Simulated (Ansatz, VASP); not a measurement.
This is a calculation of SiC for Ansatz 0.2.0.

The input input.yaml:

```yaml
crystal:
  lattice:
    - [3.1154972861, 0.0, 0.0]
    - [-1.557748643, 2.6980997952, 0.0]
    - [0.0, 0.0, 15.270466504]
  atoms:
    - { symbol: Si, position: [0.6666666667, 0.3333333333, 0.4583] }
    - { symbol: Si, position: [0.3333333333, 0.6666666667, 0.9583] }
    - { symbol: Si, position: [0.6666666667, 0.3333333333, 0.7917] }
    - { symbol: Si, position: [0.3333333333, 0.6666666667, 0.2917] }
    - { symbol: Si, position: [0.0, 0.0, 0.625] }
    - { symbol: Si, position: [0.0, 0.0, 0.125] }
    - { symbol: C, position: [0.6666666667, 0.3333333333, 0.3333] }
    - { symbol: C, position: [0.3333333333, 0.6666666667, 0.8333] }
    - { symbol: C, position: [0.6666666667, 0.3333333333, 0.6667] }
    - { symbol: C, position: [0.3333333333, 0.6666666667, 0.1667] }
    - { symbol: C, position: [0.0, 0.0, 0.5] }
    - { symbol: C, position: [0.0, 0.0, 0.0] }
hamiltonian:
  xc: pbe
  pseudopotentials: { kind: paw }
  dispersion: d4
kpoints:
  mp_grid: { grid: [10, 10, 2] }
scf:
  occupations: { method: fermi_dirac, width: 0.05 }
output:
  forces: true
  stress: true
  eigenvalues: true
```

Potentials or basis: Ansatz PAW.

The run is started by

```bash
$ ansatz run input.yaml --threads 2 --pin off --max-ram 5120MiB --backend cpu --events-out ev --progress --plain --runs-dir out
```

Question: Translate it to VASP 6.6.1. Potentials there: VASP PAW PBE potentials, release 64 (Si, C).

Answer: As run (the cutoff follows the program's own potentials):

The input INCAR:

```
SYSTEM = SiC
PREC     = Accurate       ! precision mode
ENCUT    = 520            ! plane-wave cutoff, eV
EDIFF    = 1E-6           ! SCF threshold, eV
ISMEAR   = -1             ! smearing method
SIGMA    = 0.05           ! smearing width, eV
LREAL    = .FALSE.        ! projectors in reciprocal space
LASPH    = .TRUE.         ! aspherical terms in the spheres
NELM     = 100            ! most SCF steps
ALGO     = Normal         ! electronic algorithm
ISIF     = 2              ! what is computed and relaxed
LWAVE    = .FALSE.        ! write WAVECAR
LCHARG   = .FALSE.        ! write CHGCAR
GGA      = PE             ! functional
IVDW     = 13             ! dispersion correction
NBANDS   = 36             ! bands
```

The input KPOINTS:

```
regular mesh
0
G
  10 10 2
  0 0 0
```

POSCAR

```
SiC
1.0
    3.1154972861      0.0000000000      0.0000000000
   -1.5577486430      2.6980997952      0.0000000000
    0.0000000000      0.0000000000     15.2704665040
Si C
6 6
Direct
    0.6666666667      0.3333333333      0.4583000000
    0.3333333333      0.6666666667      0.9583000000
    0.6666666667      0.3333333333      0.7917000000
    0.3333333333      0.6666666667      0.2917000000
    0.0000000000      0.0000000000      0.6250000000
    0.0000000000      0.0000000000      0.1250000000
    0.6666666667      0.3333333333      0.3333000000
    0.3333333333      0.6666666667      0.8333000000
    0.6666666667      0.3333333333      0.6667000000
    0.3333333333      0.6666666667      0.1667000000
    0.0000000000      0.0000000000      0.5000000000
    0.0000000000      0.0000000000      0.0000000000
```

Potentials or basis: VASP PAW PBE potentials, release 64 (Si, C).

Command:

```bash
$ cat potpaw_PBE.64/Si/POTCAR potpaw_PBE.64/C/POTCAR > POTCAR
$ mpirun -np 1 vasp_std > vasp.out
```

Both were run:

|  | VASP | Ansatz | Ansatz less VASP |
| --- | --- | --- | --- |
| gap on the k mesh at the Fermi level (eV) | 2.03 | 2.03 | +0.001 |
| least direct gap on the mesh (eV) | 3.12 | 3.12 | +0.002 |
| pressure (GPa) | -7.8 | -7.7 | +0.04 |
| traceless stress, the component that is largest in VASP (GPa) | 0.51 | 0.51 | -0.004 |
| rms of the force components (eV/Å) | 0.038 | 0.038 | -0.0008 |

Atom by atom the forces differ by 0.001 eV/Å (rms over components).
